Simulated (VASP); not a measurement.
Here is a VASP 6.6.1 calculation.

INCAR

```
SYSTEM = Li2HfN2
PREC = Accurate
ENCUT = 520
EDIFF = 1E-7
ISMEAR = 0
SIGMA = 0.05
LREAL = .FALSE.
LASPH = .TRUE.
NELM = 100
ALGO = Normal
ISIF = 2
LWAVE = .FALSE.
LCHARG = .TRUE.
GGA = CA
LELF = .TRUE.
LVHAR = .TRUE.
NBANDS = 21
```

Contents of KPOINTS:

```
regular mesh
0
G
  9 9 6
  0 0 0
```

Contents of POSCAR:

```
Li2HfN2
1.0
    3.2371209533      0.0000000000      0.0000000000
   -1.6185604767      2.8034289807      0.0490600072
    0.0000000000      0.0949129157      5.4235951800
Li Hf N
2 1 2
Direct
    0.6666666667      0.3333333333      0.3827885700
    0.3333333333      0.6666666667      0.6172114300
    0.0000000000      0.0000000000      0.0000000000
    0.6666666667      0.3333333333      0.7793848600
    0.3333333333      0.6666666667      0.2206151400
```

Potentials or basis: VASP PAW LDA potentials, release 64 (Li_sv, Hf_pv, N).

Launch:

```sh
$ cat potpaw_LDA.64/Li_sv/POTCAR potpaw_LDA.64/Hf_pv/POTCAR potpaw_LDA.64/N/POTCAR > POTCAR
$ mpirun -np 1 vasp_std > vasp.out
```

Problem. Predict the largest force.

Solution. 0.294 eV/Å.

Problem. Estimate the band gap on the k mesh.

Solution. 1.75 eV, indirect (least direct gap 2.59 eV).

Forces on the atoms (eV/Å):
```
Li   0.000 -0.027 -0.076
Li   0.000  0.027  0.076
Hf   0.000  0.000  0.000
N    0.000  0.259  0.139
N    0.000 -0.259 -0.139
```

Caveat: the cell differs from its parent crystal (strain +0.0350 x Voigt [0, 0, 0, 1, 0, 0]); spin-orbit coupling is left out, which moves the levels of the heavy elements. A k mesh can miss the band edges.
